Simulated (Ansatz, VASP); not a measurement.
## Au: VASP beside Ansatz

Contents of POSCAR:

```
Au
1.0
    2.0621898478      2.0621898478      0.0000000000
   -2.0621898478      2.0621898478      0.0000000000
    0.0000000000      0.0000000000      4.0418921016
Au
2
Direct
    0.0000000000      0.0000000000      0.0000000000
    0.5000000000      0.5000000000      0.5000000000
```

The input INCAR.step1:

```
SYSTEM = Au
ALGO = Normal
EDIFF = 1E-4
ENCUT = 520
GGA = PE
ISMEAR = 0
LASPH = .TRUE.
LCHARG = .FALSE.
LREAL = .FALSE.
LWAVE = .TRUE.
NBANDS = 18
NELM = 80
PREC = Accurate
SIGMA = 0.1
```

The input INCAR.step2:

```
SYSTEM = Au
ALGO = Normal
EDIFF = 1E-6
ENCUT = 520
ISIF = 2
ISMEAR = 0
ISTART = 1
LASPH = .TRUE.
LCHARG = .FALSE.
LMIXTAU = .TRUE.
LREAL = .FALSE.
LWAVE = .FALSE.
METAGGA = R2SCAN
NBANDS = 18
NELM = 80
PREC = Accurate
SIGMA = 0.1
```

Contents of KPOINTS:

```
k-points
0
G
  18 18 12
  0 0 0
```

Input for Ansatz:

```yaml
crystal:
  lattice:
    - [2.0621898478, 2.0621898478, 0.0]
    - [-2.0621898478, 2.0621898478, 0.0]
    - [0.0, 0.0, 4.0418921016]
  atoms:
    - { symbol: Au, position: [0.0, 0.0, 0.0] }
    - { symbol: Au, position: [0.5, 0.5, 0.5] }
basis:
  ecutwfc: 500
kpoints:
  mp_grid: { grid: [18, 18, 12] }
hamiltonian:
  xc: r2scan
scf:
  occupations: { method: gaussian, width: 0.1 }
output:
  forces: true
  stress: true
  eigenvalues: true
```

Change from the starting cell: strain along c alone, the other axes held, atoms relaxed: -2.0 %.

Alike in both runs: task single point; functional r2SCAN; k mesh 18 × 18 × 12; occupations gaussian, width 0.1 eV; no spin polarisation.

|  | VASP | Ansatz |
| --- | --- | --- |
| version | VASP 6.6.1 | Ansatz 0.2.0 |
| potentials or method | VASP PAW PBE potentials, release 64 (Au), cutoff 520 eV | scalar-relativistic, plane waves, PAW |
| valence electrons in the cell | 22 | 38 |

|  | VASP | Ansatz | Ansatz less VASP |
| --- | --- | --- | --- |
| gap on the k mesh at the Fermi level (eV) | none | none | - |
| pressure (GPa) | 3.7 | 3.3 | -0.31 |
| traceless stress, the component that is largest in VASP (GPa) | 0.08 | 0.07 | -0.011 |

VASP's potentials were made for PBE, not for r2SCAN. A gap of «none» marks a metal or a gap that the smearing closes. With one functional, cell and mesh, what is left measures potentials, basis and numerics. VASP's potentials hold 22 valence electrons a cell and Ansatz's 38, so a difference there can come from the potentials and not from the codes.

Neither program's run includes spin-orbit coupling.
